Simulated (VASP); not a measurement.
# TiO2 in VASP: a series of runs

The runs below take TiO2 through single point, with r2SCAN.

Program: VASP 6.6.1. These are calculated values, not measurements. Logs are shortened: lines on timing, memory, paths and dates and some standing lists are left out, and cuts for length are marked.

## Step 1: The cell of the first run

The typed cell holds 6 atoms: a = 3.738 Å, b = 3.738 Å, c = 5.541 Å, α = 109.73°, β = 109.73°, γ = 90.00°.

## Step 2: Single point, r2SCAN (epitaxial xy strain -1.1%)

File POSCAR:

```
TiO2
1.0
    2.6431582203     -2.6432322669     -0.0202973326
    2.6431582203      2.6432322669     -0.0202973326
   -2.6076193766      0.0000000000      4.8891343242
Ti O
2 4
Direct
    0.1249272633      0.8750727367      0.2500000000
    0.8750727367      0.1249272633      0.7500000000
    0.3303556125      0.0802015019      0.6606076659
    0.6696443875      0.9197984981      0.3393923341
    0.9197984981      0.6696443875      0.8393923341
    0.0802015019      0.3303556125      0.1606076659
```

File INCAR.step1:

```
PREC     = Accurate       # precision mode
ENCUT    = 520            # plane-wave cutoff, eV
ISMEAR   = 0              # smearing method
SIGMA    = 0.01           # smearing width, eV
LREAL    = False          # projectors in reciprocal space
LASPH    = True           # aspherical terms in the spheres
NELM     = 100            # most SCF steps
NBANDS   = 33             # bands
GGA      = PE             # functional
ALGO     = Normal         # electronic algorithm
EDIFF    = 1E-4           # SCF threshold, eV
LWAVE    = True           # write WAVECAR
LCHARG   = False          # write CHGCAR
```

File INCAR.step2:

```
PREC     = Accurate       # precision mode
ENCUT    = 520            # plane-wave cutoff, eV
EDIFF    = 1E-6           # SCF threshold, eV
ISMEAR   = 0              # smearing method
SIGMA    = 0.01           # smearing width, eV
LREAL    = False          # projectors in reciprocal space
LASPH    = True           # aspherical terms in the spheres
NELM     = 100            # most SCF steps
ALGO     = Normal         # electronic algorithm
ISIF     = 2              # what is computed and relaxed
LWAVE    = False          # write WAVECAR
LCHARG   = False          # write CHGCAR
METAGGA  = R2SCAN         # meta-GGA
LMIXTAU  = True         
NBANDS   = 33             # bands
ISTART   = 1
```

File KPOINTS:

```
regular mesh
0
Gamma
  8 8 8
```

Potentials or basis: VASP PAW PBE potentials, release 64 (Ti_sv, O).

The run is started by

```sh
$ cat potpaw_PBE.64/Ti_sv/POTCAR potpaw_PBE.64/O/POTCAR > POTCAR
$ cp INCAR.step1 INCAR
$ mpirun -np 1 vasp_std > vasp.out
$ cp INCAR.step2 INCAR
$ mpirun -np 1 vasp_std > vasp.out
```

OUTCAR:

```text
PREC = Accurate
   ENCUT = 520
   EDIFF = 1E-6
   ISMEAR = 0
   LREAL = False
   LASPH = True
   NELM = 100
   ISIF = 2
   METAGGA = R2SCAN
   ISTART = 1

 ion  position               nearest neighbor table
   1  0.125  0.875  0.250-   4 1.92   6 1.92   6 1.92   4 1.92   3 2.00   5 2.00
   2  0.875  0.125  0.750-   5 1.92   3 1.92   5 1.92   3 1.92   6 2.00   4 2.00
   3  0.330  0.080  0.661-   2 1.92   2 1.92   1 2.00
   4  0.670  0.920  0.339-   1 1.92   1 1.92   2 2.00
   5  0.920  0.670  0.839-   2 1.92   2 1.92   1 2.00
   6  0.080  0.330  0.161-   1 1.92   1 1.92   2 2.00

  Warning from LATTYP: Got some problem with cell dimensions!
  Tried to take original basis but could not verify dimensions!
  LATTYP: Found a base centered monoclinic cell.
 ALAT       =     5.2864723055
 B/A-ratio  =     0.9999985299
 C/A-ratio  =     1.0478238763
 COS(beta)  =    -0.4768454775

  Lattice vectors:

 A1 = (  -2.6431582203,   2.6432322669,   0.0202973326)
 A2 = (  -2.6431582203,  -2.6432322669,   0.0202973326)
 A3 = (   2.6786970640,   0.0000000000,   4.8485396590)

Analysis of symmetry for initial positions (statically):
=====================================================================
 Subroutine PRICEL returns:
 Original cell was already a primitive cell.

 Routine SETGRP: Setting up the symmetry group for a
 base centered monoclinic supercell.

 Subroutine GETGRP returns: Found  4 space group operations
 (whereof  2 operations were pure point group operations)
 out of a pool of  4 trial point group operations.

The static configuration has the point symmetry S_2 .
 The point group associated with its full space group is C_2h.

Analysis of symmetry for dynamics (positions and initial velocities):
=====================================================================
 Subroutine PRICEL returns:
 Original cell was already a primitive cell.

 Routine SETGRP: Setting up the symmetry group for a
 base centered monoclinic supercell.

 Subroutine GETGRP returns: Found  4 space group operations
 (whereof  2 operations were pure point group operations)
 out of a pool of  4 trial point group operations.

The dynamic configuration has the point symmetry S_2 .
 The point group associated with its full space group is C_2h.

 Subroutine INISYM returns: Found  4 space group operations
 (whereof  2 operations are pure point group operations),
 and found     1 'primitive' translations

----------------------------------------------------------------------------------------
[... 99 lines left out ...]
   ENCUT  =  520.0 eV  38.22 Ry    6.18 a.u.   6.95  6.95 10.30*2*pi/ulx,y,z
   NELM   =    100;   NELMIN=  2; NELMDL=  0     # of ELM steps
   EDIFF  = 0.1E-05   stopping-criterion for ELM
   LREAL  =      F    real-space projection
   EDIFFG = 0.1E-04   stopping-criterion for IOM
   NSW    =      0    number of steps for IOM
   IBRION =     -1    ionic relax: 0-MD 1-quasi-New 2-CG
   NFREE  =      0    steps in history (QN), initial steepest desc. (CG)
   ISIF   =      2    stress and relaxation
   ISYM   =      2    0-nonsym 1-usesym 2-fastsym
   POTIM  = 0.5000    time-step for ionic-motion
   TEBEG  =    0.0;   TEEND  =   0.0 temperature during run
   PSTRESS=    0.0 pullay stress
   NELECT =      48.0000    total number of electrons
   NUPDOWN=      -1.0000    fix difference up-down
   EMIN   =  10.00;   EMAX   =-10.00  energy-range for DOS
   EFERMI =   0.00;   METHOD = LEGACY
   ISMEAR =     0;   SIGMA  =   0.01  broadening in eV -4-tet -1-fermi 0-gaus
   EFERMI_NEDOS =   21; number of points for ismear=-14 and -15
   IALGO  =     38    algorithm
   IMIX   =      4    mixing-type and parameters
     AMIX     =   0.40;   BMIX     =  1.00
     AMIX_MAG =   1.60;   BMIX_MAG =  1.00
  volume/ion in A,a.u.               =      11.34        76.52
  Fermi-wavevector in a.u.,A,eV,Ry     =   1.457390  2.754068 28.898593  2.123987
  Thomas-Fermi vector in A             =   2.574197
   LORBIT       =      0    0 simple, 1 ext, 2 COOP (PROOUT), +10 PAW based schemes
   METAGGA = R2SCAN    functional components
   LHFCALC =     F    Hartree Fock is set to
   AEXX    =    0.0000 exact exchange contribution
   IVDW    =     0    specifies the selected vdW correction
   LEPSILON=     F    determine dielectric tensor
   LRPA    =     F    only Hartree local field effects (RPA)
 non-spin polarized calculation
 Gauss-broadening in eV      SIGMA  =   0.01
  energy-cutoff  :      520.00
  volume of cell :       68.04
 maximum number of plane-waves:      1849
   NGX = 13   NGY = 13   NGZ = 21

 number of electron      47.9999994 magnetization

 Free energy of the ion-electron system (eV)
  ---------------------------------------------------
  ext. energy  EPLUGINS =         0.00000000
  ---------------------------------------------------
  free energy    TOTEN  =       -69.83672552 eV

  energy without entropy =      -69.83672552  energy(sigma->0) =      -69.83672552

 E-fermi :   3.0642     XC(G=0): -11.4674

 val. band max:        3.0238732934   @ k =  -0.3750  -0.3750   0.3750
 cond. band min:       5.7165380895   @ k =   0.0000   0.0000   0.0000
 fundamental gap:      2.6926647961
 Fermi energy:         3.0641536646

 k-point     1 :       0.0000    0.0000    0.0000
  band No.  band energies     occupation
      1     -55.4514      2.00000
      2     -55.3956      2.00000
      3     -30.8709      2.00000
      4     -30.6255      2.00000
      5     -30.6255      2.00000
      6     -30.5616      2.00000
[... 853 lines left out ...]
     32       9.5349      0.00000
     33       9.6714      0.00000

 [... further k-points ...]
[... 5 lines left out ...]
  --------------------------------------------------------------------------------------
  -------------------------------------------------------------------------------------
  Total        1.9057613      1.9045289      0.4220394      0.0000000      0.0000000     -0.0036205
  in kB       44.8787774     44.8497556      9.9386075      0.0000000      0.0000000     -0.0852596
  external PRESSURE =      33.2223802 kB  Pullay stress =       0.0000000 kB

 VOLUME and BASIS-vectors are now :
 -----------------------------------------------------------------------------
  energy-cutoff  :      520.00
  volume of cell :       68.04
      direct lattice vectors                 reciprocal lattice vectors
     2.643158220 -2.643232267 -0.020297333     0.189945599 -0.189162340  0.101307469
     2.643158220  2.643232267 -0.020297333     0.189945599  0.189162340  0.101307469
    -2.607619377  0.000000000  4.889134324     0.001577125  0.000000000  0.205376346

 POSITION                                       TOTAL-FORCE (eV/Angst)
 -----------------------------------------------------------------------------------
      1.99125      1.98281      1.20199        -0.000000     -0.001036     -0.000000
      0.68744     -1.98281      3.64655        -0.000000      0.001036     -0.000000
     -0.63745     -0.66122      3.22147        -0.000750      0.000636      0.023282
      3.31614      0.66122      1.62707         0.000750     -0.000636     -0.023282
      2.01233     -0.66122      4.07164         0.000750      0.000636     -0.023282
      0.66636      0.66122      0.77690        -0.000750     -0.000636      0.023282
 -----------------------------------------------------------------------------------
    total drift:                               -0.000000     -0.000000     -0.000000

  FREE ENERGIE OF THE ION-ELECTRON SYSTEM (eV)
  ---------------------------------------------------
  free  energy   TOTEN  =       -69.8367255177 eV

  energy  without entropy=      -69.8367255177  energy(sigma->0) =      -69.83672552
```

OSZICAR.step1:

```text
N       E                     dE             d eps       ncg     rms          rms(c)
DAV:   1     0.670666368200E+03    0.67067E+03   -0.24539E+04  9900   0.170E+03
DAV:   2     0.328645932159E+02   -0.63780E+03   -0.59145E+03 10846   0.516E+02
DAV:   3    -0.646504789554E+02   -0.97515E+02   -0.95855E+02 13506   0.191E+02
DAV:   4    -0.707693526777E+02   -0.61189E+01   -0.61070E+01 15400   0.451E+01
DAV:   5    -0.710252921767E+02   -0.25594E+00   -0.25591E+00 12433   0.686E+00    0.326E+01
DAV:   6    -0.538547564505E+02    0.17171E+02   -0.78198E+01 13941   0.893E+01    0.108E+01
DAV:   7    -0.540016839448E+02   -0.14693E+00   -0.14785E+01 13190   0.322E+01    0.961E+00
DAV:   8    -0.538492747282E+02    0.15241E+00   -0.50743E-01 12832   0.636E+00    0.659E+00
DAV:   9    -0.538501064344E+02   -0.83171E-03   -0.72754E-01 13937   0.958E+00    0.213E+00
DAV:  10    -0.538142227659E+02    0.35884E-01   -0.30469E-01 13898   0.557E+00    0.903E-01
DAV:  11    -0.538051093413E+02    0.91134E-02   -0.41484E-02 12964   0.135E+00    0.445E-01
DAV:  12    -0.538046644354E+02    0.44491E-03   -0.60080E-03 12253   0.950E-01    0.141E-01
DAV:  13    -0.538043804352E+02    0.28400E-03   -0.10356E-03 13646   0.375E-01    0.291E-02
DAV:  14    -0.538043707951E+02    0.96401E-05   -0.90016E-05  7400   0.873E-02
   1 F= -.53804371E+02 E0= -.53804371E+02  d E =-.212793E-29
```

It took 9.5 min on 1 thread of Intel Xeon 6975P-C (Granite Rapids), shared host; peak memory 0.37 GiB.

Results:

| Property | Result |
| --- | --- |
| Free energy | -69.8367 eV |
| Pressure | 3.3 GPa |
| Largest force | 0.023 eV/Å |
| Band gap on the k mesh | 2.69 eV (least direct gap 2.98 eV) |

Forces in eV/Å, atoms in the order of the input:
```
Ti   0.000 -0.001  0.000
Ti   0.000  0.001  0.000
O   -0.001  0.001  0.023
O    0.001 -0.001 -0.023
O    0.001  0.001 -0.023
O   -0.001 -0.001  0.023
```

Stress tensor (GPa, compression positive):
```
 4.49  0.00 -0.01
 0.00  4.48  0.00
-0.01  0.00  0.99
```

Levels at points of the mesh, in eV from the valence-band top:
```csv
k point,band 22,band 23,band 24,band 25,band 26,band 27
"(0.00, 0.00, 0.00)",-0.81,-0.41,-0.41,2.69,3.36,4.69
"(0.50, 0.00, 0.00)",-0.90,-0.83,-0.67,3.84,4.04,4.10
"(0.50, 0.50, 0.00)",-2.03,-0.03,-0.03,3.77,3.77,4.26
"(0.00, 0.00, 0.50)",-1.25,-0.06,-0.06,3.01,3.01,4.39
"(0.50, 0.00, 0.50)",-0.90,-0.83,-0.67,3.84,4.04,4.10
"(0.50, 0.50, 0.50)",-2.03,-0.03,-0.03,3.77,3.77,4.27
```

Caveat: the cell differs from its parent crystal (epitaxial xy strain -1.1%); the cell stands under pressure; the PAW data sets were made with another functional, which shifts forces and pressure a little. A k mesh can miss the band edges.

## Step 3: Single point, r2SCAN

This run uses another cell than the first one, of 11.40 Å³/atom.

File POSCAR:

```
TiO2
1.0
    2.6712058821     -2.6712807144     -0.0199768312
    2.6712058821      2.6712807144     -0.0199768312
   -2.6352899207      0.0000000000      4.8119333394
Ti O
2 4
Direct
    0.1250075053      0.8749924947      0.2500000000
    0.8749924947      0.1250075053      0.7500000000
    0.3322533902      0.0822599383      0.6645088197
    0.6677466098      0.9177400617      0.3354911803
    0.9177400617      0.6677466098      0.8354911803
    0.0822599383      0.3322533902      0.1645088197
```

File INCAR.step1:

```
SYSTEM = TiO2
PREC = Accurate
ENCUT = 520
ISMEAR = 0
SIGMA = 0.01
LREAL = .False.
LASPH = .True.
NELM = 80
NBANDS = 33
GGA = PE
ALGO = Normal
EDIFF = 1E-4
LWAVE = .True.
LCHARG = .False.
```

File INCAR.step2:

```
SYSTEM = TiO2
PREC = Accurate
ENCUT = 520
EDIFF = 1E-6
ISMEAR = 0
SIGMA = 0.01
LREAL = .False.
LASPH = .True.
NELM = 80
ALGO = Normal
ISIF = 2
LWAVE = .False.
LCHARG = .True.
METAGGA = R2SCAN
LMIXTAU = .True.
LELF = .True.
LVHAR = .True.
NBANDS = 33
ISTART = 1
```

File KPOINTS:

```
regular mesh
0
Gamma
  8 8 8
  0 0 0
```

Potentials or basis: VASP PAW PBE potentials, release 64 (Ti_sv, O).

The run is started by

```sh
$ cat potpaw_PBE.64/Ti_sv/POTCAR potpaw_PBE.64/O/POTCAR > POTCAR
$ cp INCAR.step1 INCAR
$ mpirun -np 1 vasp_std > vasp.out
$ cp INCAR.step2 INCAR
$ mpirun -np 1 vasp_std > vasp.out
```

OUTCAR:

```text
SYSTEM = TiO2
   PREC = Accurate
   ENCUT = 520
   EDIFF = 1E-6
   ISMEAR = 0
   LREAL = .False.
   LASPH = .True.
   NELM = 80
   ISIF = 2
   METAGGA = R2SCAN
   ISTART = 1

 ion  position               nearest neighbor table
   1  0.125  0.875  0.250-   4 1.93   6 1.93   6 1.93   4 1.93   3 1.99   5 1.99
   2  0.875  0.125  0.750-   5 1.93   3 1.93   5 1.93   3 1.93   6 1.99   4 1.99
   3  0.332  0.082  0.665-   2 1.93   2 1.93   1 1.99
   4  0.668  0.918  0.335-   1 1.93   1 1.93   2 1.99
   5  0.918  0.668  0.835-   2 1.93   2 1.93   1 1.99
   6  0.082  0.332  0.165-   1 1.93   1 1.93   2 1.99

  LATTYP: Found a body centered tetragonal cell.
 ALAT       =     3.7777613203
 C/A-ratio  =     2.5370004592

  Lattice vectors:

 A1 = (  -0.0359159614,  -2.6712807144,  -4.7919565082)
 A2 = (  -0.0359159614,   2.6712807144,  -4.7919565082)
 A3 = (   2.7071218435,   0.0000000000,   4.7719796770)

Analysis of symmetry for initial positions (statically):
=====================================================================
 Subroutine PRICEL returns:
 Original cell was already a primitive cell.

[... 176 lines left out ...]

  energy without entropy =      -69.85813671  energy(sigma->0) =      -69.85813671

 E-fermi :   3.1018     XC(G=0): -11.4452

 val. band max:        2.9771804672   @ k =  -0.3750   0.3750   0.0000
 cond. band min:       5.5688613600   @ k =   0.0000   0.0000   0.0000
 fundamental gap:      2.5916808928
 Fermi energy:         3.1017932237

 k-point     1 :       0.0000    0.0000    0.0000
  band No.  band energies     occupation
      1     -55.5686      2.00000
      2     -55.5096      2.00000
      3     -30.9859      2.00000
      4     -30.7379      2.00000
      5     -30.7378      2.00000
      6     -30.6688      2.00000
[... 853 lines left out ...]
     32       9.9131      0.00000
     33      10.0275      0.00000

 [... further k-points ...]
[... 5 lines left out ...]
  --------------------------------------------------------------------------------------
  -------------------------------------------------------------------------------------
  Total        0.5528538      0.5525983      0.4763842      0.0000000      0.0000000     -0.0011668
  in kB       12.9516995     12.9457141     11.1602483      0.0000000      0.0000000     -0.0273342
  external PRESSURE =      12.3525540 kB  Pullay stress =       0.0000000 kB

 VOLUME and BASIS-vectors are now :
 -----------------------------------------------------------------------------
  energy-cutoff  :      520.00
  volume of cell :       68.39
      direct lattice vectors                 reciprocal lattice vectors
     2.671205882 -2.671280714 -0.019976831     0.187951170 -0.187176135  0.102932811
     2.671205882  2.671280714 -0.019976831     0.187951170  0.187176135  0.102932811
    -2.635289921  0.000000000  4.811933339     0.001560566  0.000000000  0.208671333

 POSITION                                       TOTAL-FORCE (eV/Angst)
 -----------------------------------------------------------------------------------
      2.01238      2.00342      1.18301        -0.000000     -0.001057      0.000000
      0.69474     -2.00342      3.58897        -0.000000      0.001057      0.000000
     -0.64392     -0.66780      3.18929        -0.000417      0.000584      0.028657
      3.35104      0.66780      1.58269         0.000417     -0.000584     -0.028657
      2.03340     -0.66780      3.98865         0.000417      0.000584     -0.028657
      0.67372      0.66780      0.78332        -0.000417     -0.000584      0.028657
 -----------------------------------------------------------------------------------
    total drift:                               -0.000000     -0.000000      0.000000

  FREE ENERGIE OF THE ION-ELECTRON SYSTEM (eV)
  ---------------------------------------------------
  free  energy   TOTEN  =       -69.8581367083 eV

  energy  without entropy=      -69.8581367083  energy(sigma->0) =      -69.85813671
```

OUTCAR.step1:

```text
SYSTEM = TiO2
   PREC = Accurate
   ENCUT = 520
   ISMEAR = 0
   LREAL = .False.
   LASPH = .True.
   NELM = 80
[... 1102 lines left out ...]
      3.35104      0.66780      1.58269        -0.000763     -0.000047     -0.111021
      2.03340     -0.66780      3.98865        -0.000763      0.000047     -0.111021
      0.67372      0.66780      0.78332         0.000763     -0.000047      0.111021
 -----------------------------------------------------------------------------------
    total drift:                               -0.000000     -0.000000      0.000000

  FREE ENERGIE OF THE ION-ELECTRON SYSTEM (eV)
  ---------------------------------------------------
  free  energy   TOTEN  =       -53.8340844613 eV

  energy  without entropy=      -53.8340844613  energy(sigma->0) =      -53.83408446
```

Run time: 11 min. Hardware: 1 thread of Intel Xeon 6975P-C (Granite Rapids), shared host; peak memory 0.37 GiB.

What came out:

* Free energy: -69.8581 eV
* Pressure: 1.2 GPa
* Largest force: 0.029 eV/Å
* Band gap on the k mesh: 2.59 eV (least direct gap 2.90 eV)

Forces on the atoms (eV/Å):
```
Ti   0.000 -0.001  0.000
Ti   0.000  0.001  0.000
O    0.000  0.001  0.029
O    0.000 -0.001 -0.029
O    0.000  0.001 -0.029
O    0.000 -0.001  0.029
```

Levels at points of the mesh, in eV from the valence-band top:
```tsv
k point	band 21	band 22	band 23	band 24	band 25	band 26	band 27	band 28
(0.00, 0.00, 0.00)	-0.76	-0.76	-0.44	-0.44	2.59	3.31	4.50	4.50
(0.50, 0.00, 0.00)	-1.92	-0.93	-0.84	-0.65	3.72	3.99	4.04	4.09
(0.00, 0.50, 0.50)	-1.92	-0.93	-0.84	-0.65	3.72	3.99	4.04	4.09
(0.50, 0.50, 0.00)	-2.05	-2.05	-0.01	-0.01	3.77	3.77	4.24	4.24
(0.50, 0.50, 0.50)	-2.05	-2.05	-0.01	-0.01	3.77	3.77	4.24	4.24
(0.00, 0.00, 0.50)	-1.26	-1.26	-0.09	-0.09	2.94	2.94	4.26	4.26
```

Caveat: the PAW data sets were made with another functional, which shifts forces and pressure a little. A k mesh can miss the band edges.
